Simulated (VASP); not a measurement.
## Mo: density of states with PBEsol

Crystal: Mo.

```xyz
1
Lattice="2.5713 0.0000 0.0000 0.0000 2.5713 0.0000 0.0000 0.0000 2.5713" Properties=species:S:1:pos:R:3 pbc="T T T"
Mo    0.0000    0.0000    0.0000
```

| Item | Value |
| --- | --- |
| Program | VASP 6.6.1 |
| Task | density of states |
| Functional | PBEsol |
| Potentials or basis | VASP PAW PBE potentials, release 64 (Mo_sv) |
| Cutoff | 520 eV |
| k mesh | 15 × 15 × 15 |
| Occupations | fermi-dirac, width 0.1 eV |
| Spin | no spin polarisation |
| Dipole correction | no |
| k mesh for the DOS | 23 × 23 × 23 |
| Occupations for the DOS | tetrahedron |
| Further INCAR settings | ALGO = Normal; EDIFF = 1e-06; NBANDS = 13 |

The valence electrons inside the program's atomic spheres are Mo 12.66.

Levels at points of the mesh, in eV from the Fermi level:
```tsv
k point	band 3	band 4	band 5	band 6	band 7	band 8	band 9	band 10	band 11	band 12
(0.00, 0.00, 0.00)	-34.25	-34.25	-6.64	-4.34	-4.34	4.02	4.02	4.02	15.70	15.70
```

Wall time 57 s on 1 thread of Intel(R) Xeon(R) Platinum 8259CL CPU @ 2.50GHz (Skylake/Cascade Lake) (shared host), peak memory 0.19 GiB.
